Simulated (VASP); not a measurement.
A run of VASP 6.6.1:

INCAR

```
  PREC = Accurate
  ENCUT = 600
  EDIFF = 1E-7
  ISMEAR = -1
  SIGMA = 0.15
  LREAL = F
  LASPH = T
  NELM = 60
  ALGO = Fast
  ISIF = 4
  LWAVE = F
  LCHARG = F
  IBRION = 2
  NSW = 80
  EDIFFG = -0.001
```

KPOINTS

```
Automatic mesh
0
Gamma
  10 10 10
```

The input POSCAR:

```
TiAgHg2
1.0
    4.7158794528      0.0000000000      0.0000000000
    0.0000000000      4.7158794528      0.0000000000
    0.0000000000      0.0000000000      3.2883051508
Ti Ag Hg
1 1 2
Direct
    0.5000000000      0.5000000000      0.0000000000
    0.0000000000      0.0000000000      0.0000000000
    0.0000000000      0.5000000000      0.5000000000
    0.5000000000      0.0000000000      0.5000000000
```

Potentials or basis: VASP PAW LDA potentials, release 64 (Ti_sv, Ag, Hg).

Run with:

```console
$ cat potpaw_LDA.64/Ti_sv/POTCAR potpaw_LDA.64/Ag/POTCAR potpaw_LDA.64/Hg/POTCAR > POTCAR
$ mpirun -np 1 vasp_std > vasp.out
```

Hardware: 1 thread of Intel(R) Xeon(R) Platinum 8559C (Emerald Rapids), on a shared host.

Task: How long does it take, and how much memory?

Result: Run time: 20 min on 1 thread of Intel(R) Xeon(R) Platinum 8559C (Emerald Rapids) (shared host), peak memory 0.44 GiB. Counts: scf iterations 104, k points 126, ion steps 5.
